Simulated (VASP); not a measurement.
Write the native input for VASP 6.6.1 that does the following.

```yaml
Task: single point
Functional: PBE
Potentials_or_basis: VASP PAW PBE potentials, release 64 (Ag)
Cutoff: 520 eV
k_mesh: 20 × 20 × 20
Occupations: gaussian, width 0.15 eV
Spin: no spin polarisation
Dipole_correction: no
Further_INCAR_settings: ALGO = Normal; EDIFF = 1e-07; NBANDS = 12
```

The structure of Ag lies in POSCAR:

```
Ag
1.0
    0.0000000000      1.9613760000      2.2065480000
    1.9613760000      0.0000000000      2.2065480000
    1.9613760000      1.9613760000      0.0000000000
Ag
1
Direct
    0.0000000000      0.0000000000      0.0000000000
```

This cell differs from its parent crystal: strain -0.040 along x and y, +0.080 along z.

These files were run (other wordings do the same):

INCAR

```
PREC = Accurate
ENCUT = 520
EDIFF = 1E-7
ISMEAR = 0
SIGMA = 0.15
LREAL = False
LASPH = True
NELM = 80
ALGO = Normal
ISIF = 2
LWAVE = False
LCHARG = False
GGA = PE
NBANDS = 12
```

KPOINTS

```
regular mesh
0
Gamma
  20 20 20
```

Potentials or basis: VASP PAW PBE potentials, release 64 (Ag).

Run with:

```sh
$ cat potpaw_PBE.64/Ag/POTCAR > POTCAR
$ mpirun -np 1 vasp_std > vasp.out
```

Results of the run:

```
Pressure : 5.7 GPa
```

Caveat: the cell differs from its parent crystal (strain -0.040 along x and y, +0.080 along z).

It took 36 s on 1 thread of Intel(R) Xeon(R) 6975P-C (Granite Rapids), on a shared host, peak memory 0.24 GiB.
